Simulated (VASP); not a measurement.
# BN (P4_2/mnm) in VASP: notebook

Runs on BN. Level: PBE. Tasks: single point.

All numbers are computed with VASP 6.6.1; they aren't measurements. Logs are shortened: lines on timing, memory, paths and dates and some standing lists are left out, and cuts for length are marked.

### Step 1. The cell of the first run

It takes space group P4_2/mnm (No. 136, tetragonal). The conventional cell has a = 4.356 Å, b = 4.356 Å, c = 2.702 Å, α = 90.00°, β = 90.00°, γ = 90.00°. Within 2.1 Å of B (site symmetry m2m) lie 4 N at 1.58 to 1.60 Å. N (site symmetry m2m) has 4 B at 1.58 to 1.60 Å within 2.1 Å.

### Step 2. Single point, PBE

Contents of INCAR:

```
PREC = Accurate
ENCUT = 520
EDIFF = 1E-6
ISMEAR = 0
SIGMA = 0.05
LREAL = F
LASPH = T
NELM = 60
ALGO = Normal
ISIF = 2
LWAVE = F
LCHARG = T
GGA = PE
LELF = T
LVHAR = T
NBANDS = 26
```

Contents of KPOINTS:

```
regular mesh
0
Gamma
  6 6 10
```

Contents of POSCAR:

```
BN
1.0
    4.3563000000      0.0000000000      0.0000000000
    0.0000000000      4.3563000000      0.0000000000
    0.0000000000      0.0000000000      2.7021000000
B N
4 4
Direct
    0.1742811368      0.8257188632      0.5000000000
    0.3257188632      0.3257188632      0.0000000000
    0.6742811368      0.6742811368      0.0000000000
    0.8257188632      0.1742811368      0.5000000000
    0.8126115048      0.8126115048      0.5000000000
    0.3126115048      0.6873884952      0.0000000000
    0.6873884952      0.3126115048      0.0000000000
    0.1873884952      0.1873884952      0.5000000000
```

Potentials or basis: VASP PAW PBE potentials, release 64 (B, N).

The run is started by

```
$ cat potpaw_PBE.64/B/POTCAR potpaw_PBE.64/N/POTCAR > POTCAR
$ mpirun -np 1 vasp_std > vasp.out
```

OUTCAR:

```text
PREC = Accurate
   ENCUT = 520
   EDIFF = 1E-6
   ISMEAR = 0
   LREAL = F
   LASPH = T
   NELM = 60
   ISIF = 2
   GGA = PE

 ion  position               nearest neighbor table
   1  0.174  0.826  0.500-   5 1.58   8 1.58   6 1.60   6 1.60   4 2.15
   2  0.326  0.326  0.000-   6 1.58   7 1.58   8 1.60   8 1.60   3 2.15
   3  0.674  0.674  0.000-   6 1.58   7 1.58   5 1.60   5 1.60   2 2.15
   4  0.826  0.174  0.500-   5 1.58   8 1.58   7 1.60   7 1.60   1 2.15
   5  0.813  0.813  0.500-   1 1.58   4 1.58   3 1.60   3 1.60
   6  0.313  0.687  0.000-   2 1.58   3 1.58   1 1.60   1 1.60
   7  0.687  0.313  0.000-   2 1.58   3 1.58   4 1.60   4 1.60
   8  0.187  0.187  0.500-   1 1.58   4 1.58   2 1.60   2 1.60

  LATTYP: Found a simple tetragonal cell.
 ALAT       =     4.3563000000
 C/A-ratio  =     0.6202740858

  Lattice vectors:

 A1 = (   4.3563000000,   0.0000000000,   0.0000000000)
 A2 = (   0.0000000000,   4.3563000000,   0.0000000000)
 A3 = (   0.0000000000,   0.0000000000,   2.7021000000)

Analysis of symmetry for initial positions (statically):
=====================================================================
 Subroutine PRICEL returns:
 Original cell was already a primitive cell.

 Routine SETGRP: Setting up the symmetry group for a
 simple tetragonal supercell.

 Subroutine GETGRP returns: Found 16 space group operations
 (whereof  8 operations were pure point group operations)
 out of a pool of 16 trial point group operations.

The static configuration has the point symmetry D_2h.
 The point group associated with its full space group is D_4h.

Analysis of symmetry for dynamics (positions and initial velocities):
=====================================================================
 Subroutine PRICEL returns:
 Original cell was already a primitive cell.

 Routine SETGRP: Setting up the symmetry group for a
 simple tetragonal supercell.

 Subroutine GETGRP returns: Found 16 space group operations
 (whereof  8 operations were pure point group operations)
 out of a pool of 16 trial point group operations.

The dynamic configuration has the point symmetry D_2h.
 The point group associated with its full space group is D_4h.

 Subroutine INISYM returns: Found 16 space group operations
 (whereof  8 operations are pure point group operations),
[... 104 lines left out ...]
   LSORBIT =      F    spin-orbit coupling
   LASPH  =      T    aspherical Exc in radial PAW
   ENCUT  =  520.0 eV  38.22 Ry    6.18 a.u.   8.10  8.10  5.02*2*pi/ulx,y,z
   NELM   =     60;   NELMIN=  2; NELMDL= -5     # of ELM steps
   EDIFF  = 0.1E-05   stopping-criterion for ELM
   LREAL  =      F    real-space projection
   EDIFFG = 0.1E-04   stopping-criterion for IOM
   NSW    =      0    number of steps for IOM
   IBRION =     -1    ionic relax: 0-MD 1-quasi-New 2-CG
   NFREE  =      0    steps in history (QN), initial steepest desc. (CG)
   ISIF   =      2    stress and relaxation
   ISYM   =      2    0-nonsym 1-usesym 2-fastsym
   POTIM  = 0.5000    time-step for ionic-motion
   TEBEG  =    0.0;   TEEND  =   0.0 temperature during run
   PSTRESS=    0.0 pullay stress
   NELECT =      32.0000    total number of electrons
   NUPDOWN=      -1.0000    fix difference up-down
   EMIN   =  10.00;   EMAX   =-10.00  energy-range for DOS
   EFERMI =   0.00;   METHOD = LEGACY
   ISMEAR =     0;   SIGMA  =   0.05  broadening in eV -4-tet -1-fermi 0-gaus
   EFERMI_NEDOS =   21; number of points for ismear=-14 and -15
   IALGO  =     38    algorithm
   IMIX   =      4    mixing-type and parameters
     AMIX     =   0.40;   BMIX     =  1.00
     AMIX_MAG =   1.60;   BMIX_MAG =  1.00
  volume/ion in A,a.u.               =       6.41        43.26
  Fermi-wavevector in a.u.,A,eV,Ry     =   1.398983  2.643695 26.628697  1.957154
  Thomas-Fermi vector in A             =   2.522087
   LORBIT       =      0    0 simple, 1 ext, 2 COOP (PROOUT), +10 PAW based schemes
   GGA     = PE    functional components
   LHFCALC =     F    Hartree Fock is set to
   AEXX    =    0.0000 exact exchange contribution
   IVDW    =     0    specifies the selected vdW correction
   LEPSILON=     F    determine dielectric tensor
   LRPA    =     F    only Hartree local field effects (RPA)
 non-spin polarized calculation
 Gauss-broadening in eV      SIGMA  =   0.05
  energy-cutoff  :      520.00
  volume of cell :       51.28
 maximum number of plane-waves:      1416
   NGX = 17   NGY = 17   NGZ = 11

 number of electron      32.0000002 magnetization

 Free energy of the ion-electron system (eV)
  ---------------------------------------------------
  ext. energy  EPLUGINS =         0.00000000
  ---------------------------------------------------
  free energy    TOTEN  =       -68.50015239 eV

  energy without entropy =      -68.50015239  energy(sigma->0) =      -68.50015239

 E-fermi :   6.9156     XC(G=0): -12.3256

 val. band max:        6.6658969088   @ k =   0.0000   0.0000   0.0000
 cond. band min:      11.3987952462   @ k =   0.0000   0.0000   0.3000
 fundamental gap:      4.7328983374
 Fermi energy:         6.9155973012

 k-point     1 :       0.0000    0.0000    0.0000
  band No.  band energies     occupation
      1     -13.2361      2.00000
      2      -9.1026      2.00000
      3      -8.9778      2.00000
      4      -8.9778      2.00000
      5      -2.5023      2.00000
      6      -2.3123      2.00000
[... 685 lines left out ...]
     25      17.9920      0.00000
     26      17.9924      0.00000

 [... further k-points ...]
[... 5 lines left out ...]
  --------------------------------------------------------------------------------------
  -------------------------------------------------------------------------------------
  Total        2.9334531      2.9334531    -14.8344590      0.0000000      0.0000000      0.0000000
  in kB       91.6542818     91.6542818   -463.4952802      0.0000000      0.0000000      0.0000000
  external PRESSURE =     -93.3955722 kB  Pullay stress =       0.0000000 kB

 VOLUME and BASIS-vectors are now :
 -----------------------------------------------------------------------------
  energy-cutoff  :      520.00
  volume of cell :       51.28
      direct lattice vectors                 reciprocal lattice vectors
     4.356300000  0.000000000  0.000000000     0.229552602  0.000000000  0.000000000
     0.000000000  4.356300000  0.000000000     0.000000000  0.229552602  0.000000000
     0.000000000  0.000000000  2.702100000     0.000000000  0.000000000  0.370082528

 POSITION                                       TOTAL-FORCE (eV/Angst)
 -----------------------------------------------------------------------------------
      0.75922      3.59708      1.35105         0.082136     -0.082136      0.000000
      1.41893      1.41893      0.00000        -0.082136     -0.082136      0.000000
      2.93737      2.93737      0.00000         0.082136      0.082136     -0.000000
      3.59708      0.75922      1.35105        -0.082136      0.082136     -0.000000
      3.53998      3.53998      1.35105        -0.412954     -0.412954     -0.000000
      1.36183      2.99447      0.00000        -0.412954      0.412954     -0.000000
      2.99447      1.36183      0.00000         0.412954     -0.412954     -0.000000
      0.81632      0.81632      1.35105         0.412954      0.412954     -0.000000
 -----------------------------------------------------------------------------------
    total drift:                                0.000000     -0.000000     -0.000000

  FREE ENERGIE OF THE ION-ELECTRON SYSTEM (eV)
  ---------------------------------------------------
  free  energy   TOTEN  =       -68.5001523868 eV

  energy  without entropy=      -68.5001523868  energy(sigma->0) =      -68.50015239
```

Wall time 26 s (1 thread of Intel Xeon Platinum 8559C (Emerald Rapids), shared host); peak memory 0.18 GiB.

Results:

- Free energy: -68.5002 eV
- Pressure: -9.3 GPa
- Largest force: 0.584 eV/Å
- Band gap on the k mesh: 4.73 eV, indirect (least direct gap 5.08 eV)

Forces on the atoms (eV/Å):
```
B    0.082 -0.082  0.000
B   -0.082 -0.082  0.000
B    0.082  0.082  0.000
B   -0.082  0.082  0.000
N   -0.413 -0.413  0.000
N   -0.413  0.413  0.000
N    0.413 -0.413  0.000
N    0.413  0.413  0.000
```

Stress tensor (GPa, compression positive):
```
  9.17   0.00   0.00
  0.00   9.17   0.00
  0.00   0.00 -46.35
```

A k mesh can miss the band edges. PBE gaps usually lie below the measured ones, often by a third to a half.

### Step 3. Single point, PBE

This run uses another cell than the first one, of the same volume but with other edges.

Contents of INCAR:

```
PREC = Accurate ; ENCUT = 520
EDIFF = 1E-6 ; ISMEAR = 0
SIGMA = 0.05 ; LREAL = F
LASPH = T ; NELM = 80
ALGO = Normal ; ISIF = 2
LWAVE = F ; LCHARG = F
GGA = PE ; NBANDS = 26
```

KPOINTS is that of step 2.

POSCAR, as its differences from that of step 2:

```diff
@@ -2,5 +2,5 @@
 1.0
-    4.3563000000      0.0000000000      0.0000000000
-    0.0000000000      4.3563000000      0.0000000000
-    0.0000000000      0.0000000000      2.7021000000
+    4.4890000000      0.0000000000      0.0000000000
+    0.0000000000      4.4890000000      0.0000000000
+    0.0000000000      0.0000000000      2.5491935092
 B N
```

Potentials or basis: VASP PAW PBE potentials, release 64 (B, N).

The run is started by

```
$ cat potpaw_PBE.64/B/POTCAR potpaw_PBE.64/N/POTCAR > POTCAR
$ mpirun -np 1 vasp_std > vasp.out
```

OUTCAR:

```text
PREC = Accurate
   ENCUT = 520
   EDIFF = 1E-6
   ISMEAR = 0
   LREAL = F
   LASPH = T
   NELM = 80
   ISIF = 2
   GGA = PE

 ion  position               nearest neighbor table
   1  0.174  0.826  0.500-   6 1.55   6 1.55   8 1.62   5 1.62
   2  0.326  0.326  0.000-   8 1.55   8 1.55   6 1.62   7 1.62
   3  0.674  0.674  0.000-   5 1.55   5 1.55   7 1.62   6 1.62
   4  0.826  0.174  0.500-   7 1.55   7 1.55   8 1.62   5 1.62
   5  0.813  0.813  0.500-   3 1.55   3 1.55   4 1.62   1 1.62
   6  0.313  0.687  0.000-   1 1.55   1 1.55   3 1.62   2 1.62
   7  0.687  0.313  0.000-   4 1.55   4 1.55   2 1.62   3 1.62
   8  0.187  0.187  0.500-   2 1.55   2 1.55   4 1.62   1 1.62

  LATTYP: Found a simple tetragonal cell.
 ALAT       =     4.4890000000
 C/A-ratio  =     0.5678755868

  Lattice vectors:

 A1 = (   4.4890000000,   0.0000000000,   0.0000000000)
 A2 = (   0.0000000000,   4.4890000000,   0.0000000000)
 A3 = (   0.0000000000,   0.0000000000,   2.5491935092)

Analysis of symmetry for initial positions (statically):
=====================================================================
 Subroutine PRICEL returns:
 Original cell was already a primitive cell.

 Routine SETGRP: Setting up the symmetry group for a
 simple tetragonal supercell.

 Subroutine GETGRP returns: Found 16 space group operations
 (whereof  8 operations were pure point group operations)
 out of a pool of 16 trial point group operations.

The static configuration has the point symmetry D_2h.
 The point group associated with its full space group is D_4h.

Analysis of symmetry for dynamics (positions and initial velocities):
=====================================================================
 Subroutine PRICEL returns:
 Original cell was already a primitive cell.

 Routine SETGRP: Setting up the symmetry group for a
 simple tetragonal supercell.

 Subroutine GETGRP returns: Found 16 space group operations
[... 134 lines left out ...]
   IMIX   =      4    mixing-type and parameters
     AMIX     =   0.40;   BMIX     =  1.00
     AMIX_MAG =   1.60;   BMIX_MAG =  1.00
  volume/ion in A,a.u.               =       6.42        43.33
  Fermi-wavevector in a.u.,A,eV,Ry     =   1.398162  2.642143 26.597443  1.954857
  Thomas-Fermi vector in A             =   2.521347
   LORBIT       =      0    0 simple, 1 ext, 2 COOP (PROOUT), +10 PAW based schemes
   GGA     = PE    functional components
   LHFCALC =     F    Hartree Fock is set to
   AEXX    =    0.0000 exact exchange contribution
   IVDW    =     0    specifies the selected vdW correction
   LEPSILON=     F    determine dielectric tensor
   LRPA    =     F    only Hartree local field effects (RPA)
 non-spin polarized calculation
 Gauss-broadening in eV      SIGMA  =   0.05
  energy-cutoff  :      520.00
  volume of cell :       51.37
 maximum number of plane-waves:      1413
 NGX is ok and might be reduce to    36

 number of electron      32.0000000 magnetization

 Free energy of the ion-electron system (eV)
  ---------------------------------------------------
  ext. energy  EPLUGINS =         0.00000000
  ---------------------------------------------------
  free energy    TOTEN  =       -68.93182740 eV

  energy without entropy =      -68.93182740  energy(sigma->0) =      -68.93182740

 E-fermi :   6.6425     XC(G=0): -12.3032

 val. band max:        6.4222367921   @ k =   0.0000   0.0000   0.0000
 cond. band min:      11.2711859589   @ k =   0.0000   0.0000   0.3000
 fundamental gap:      4.8489491669
 Fermi energy:         6.6424977545

 k-point     1 :       0.0000    0.0000    0.0000
  band No.  band energies     occupation
      1     -13.2166      2.00000
      2      -9.4491      2.00000
      3      -9.4491      2.00000
      4      -9.0599      2.00000
      5      -3.3291      2.00000
      6      -2.3517      2.00000
[... 685 lines left out ...]
     25      18.2984      0.00000
     26      18.2985      0.00000

 [... further k-points ...]
[... 5 lines left out ...]
  --------------------------------------------------------------------------------------
  -------------------------------------------------------------------------------------
  Total       -4.0721799     -4.0721799     -0.6576786     -0.0000000      0.0000000      0.0000000
  in kB     -127.0092988   -127.0092988    -20.5126730     -0.0000000      0.0000000      0.0000000
  external PRESSURE =     -91.5104235 kB  Pullay stress =       0.0000000 kB

 VOLUME and BASIS-vectors are now :
 -----------------------------------------------------------------------------
  energy-cutoff  :      520.00
  volume of cell :       51.37
      direct lattice vectors                 reciprocal lattice vectors
     4.489000000  0.000000000  0.000000000     0.222766763  0.000000000  0.000000000
     0.000000000  4.489000000  0.000000000     0.000000000  0.222766763  0.000000000
     0.000000000  0.000000000  2.549193509     0.000000000  0.000000000  0.392280930

 POSITION                                       TOTAL-FORCE (eV/Angst)
 -----------------------------------------------------------------------------------
      0.78235      3.70665      1.27460         0.003305     -0.003305     -0.000000
      1.46215      1.46215      0.00000        -0.003305     -0.003305      0.000000
      3.02685      3.02685      0.00000         0.003305      0.003305     -0.000000
      3.70665      0.78235      1.27460        -0.003305      0.003305     -0.000000
      3.64781      3.64781      1.27460         0.115687      0.115687      0.000000
      1.40331      3.08569      0.00000         0.115687     -0.115687     -0.000000
      3.08569      1.40331      0.00000        -0.115687      0.115687      0.000000
      0.84119      0.84119      1.27460        -0.115687     -0.115687     -0.000000
 -----------------------------------------------------------------------------------
    total drift:                                0.000000      0.000000      0.000000

  FREE ENERGIE OF THE ION-ELECTRON SYSTEM (eV)
  ---------------------------------------------------
  free  energy   TOTEN  =       -68.9318274032 eV

  energy  without entropy=      -68.9318274032  energy(sigma->0) =      -68.93182740
```

Wall time 29 s (1 thread of Intel Xeon Platinum 8559C (Emerald Rapids), shared host); peak memory 0.2 GiB.

What came out:

| Quantity | Value |
| --- | --- |
| Free energy | -68.9318 eV |
| Pressure | -9.2 GPa |
| Largest force | 0.164 eV/Å |
| Band gap on the k mesh | 4.85 eV, indirect (least direct gap 5.92 eV) |

Forces in eV/Å, atoms in the order of the input:
```
B    0.003 -0.003  0.000
B   -0.003 -0.003  0.000
B    0.003  0.003  0.000
B   -0.003  0.003  0.000
N    0.116  0.116  0.000
N    0.116 -0.116  0.000
N   -0.116  0.116  0.000
N   -0.116 -0.116  0.000
```

A k mesh can miss the band edges.
